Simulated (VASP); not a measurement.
Here is a VASP 6.6.1 calculation.

INCAR

```
ALGO = Fast ; EDIFF = 1E-6
EDIFFG = -0.015 ; ENCUT = 600
GGA = PE ; IBRION = 2
ISIF = 3 ; ISMEAR = 0
LASPH = True ; LCHARG = False
LREAL = Auto ; LWAVE = False
NELM = 100 ; NSW = 80
PREC = Accurate ; SIGMA = 0.1
```

File KPOINTS:

```
k-points
0
Gamma
  6 6 6
```

File POSCAR:

```
SiMo3
1.0
   -4.9064533771      4.9064533771      0.0000000000
    0.0000000000      4.9064533771     -4.9064533771
   -4.9064533771      0.0000000000     -4.9064533771
Si Mo
4 12
Direct
    0.7500000000      0.7500000000      0.7500000000
    0.2500000000      0.2500000000      0.2500000000
    0.5000000000      0.5000000000      0.5000000000
    0.0000000000      0.0000000000      0.0000000000
    0.8750000000      0.6250000000      0.1250000000
    0.3750000000      0.1250000000      0.6250000000
    0.1250000000      0.3750000000      0.8750000000
    0.6250000000      0.8750000000      0.3750000000
    0.6250000000      0.1250000000      0.8750000000
    0.1250000000      0.6250000000      0.3750000000
    0.3750000000      0.8750000000      0.1250000000
    0.8750000000      0.3750000000      0.6250000000
    0.8750000000      0.1250000000      0.3750000000
    0.3750000000      0.6250000000      0.8750000000
    0.6250000000      0.3750000000      0.1250000000
    0.1250000000      0.8750000000      0.6250000000
```

Potentials or basis: VASP PAW PBE potentials, release 64 (Si, Mo_sv).

Run with:

```console
$ cat potpaw_PBE.64/Si/POTCAR potpaw_PBE.64/Mo_sv/POTCAR > POTCAR
$ mpirun -np 1 vasp_std > vasp.out
```

**Question.** What does it give for the space group after relaxing (to 0.1 Å)?

**Answer.** Pm-3n (No. 223).

**Question.** Estimate the relaxed cell.

**Answer.** a = 6.941 Å, b = 6.941 Å, c = 6.941 Å, α = 60.00°, β = 60.00°, γ = 60.00°.

**Question.** What does it give for the band gap on the k mesh?

**Answer.** Zero (bands 92 and 93 overlap by 0.31 eV).

**Question.** What does it give for the relaxed volume?

**Answer.** 14.78 Å³/atom.

The path:
| step | energy change (eV) | largest force (eV/Å) | pressure (GPa) | volume (Å³) |
| --- | --- | --- | --- | --- |
| 1 | 0.0000 | 0.0000 | 0.25 | 236.23 |
| 2 | 0.0009 | 0.0000 | -0.59 | 237.03 |
| 3 | -0.0002 | 0.0000 | 0.00 | 236.46 |
